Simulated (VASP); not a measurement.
Here is a VASP 6.6.1 calculation.

Contents of INCAR:

```
  PREC = Accurate
  ENCUT = 520
  EDIFF = 1E-6
  ISMEAR = 0
  SIGMA = 0.05
  LREAL = F
  LASPH = T
  NELM = 60
  ALGO = Normal
  ISIF = 2
  LWAVE = F
  LCHARG = F
  GGA = CA
  NBANDS = 18
```

Contents of KPOINTS:

```
regular mesh
0
Gamma
  8 8 8
```

POSCAR

```
ZnAu
1.0
    3.1470000000      0.0000000000      0.0000000000
    0.0000000000      3.1470000000      0.0000000000
    0.0000000000      0.0000000000      3.1470000000
Au Zn
1 1
Direct
    0.0000000000      0.0000000000      0.0000000000
    0.5000000000      0.5000000000      0.5000000000
```

Potentials or basis: VASP PAW LDA potentials, release 64 (Au, Zn).

Command:

```sh
$ cat potpaw_LDA.64/Au/POTCAR potpaw_LDA.64/Zn/POTCAR > POTCAR
$ mpirun -np 1 vasp_std > vasp.out
```

Question: Predict the pressure.

Answer: -6.0 GPa.
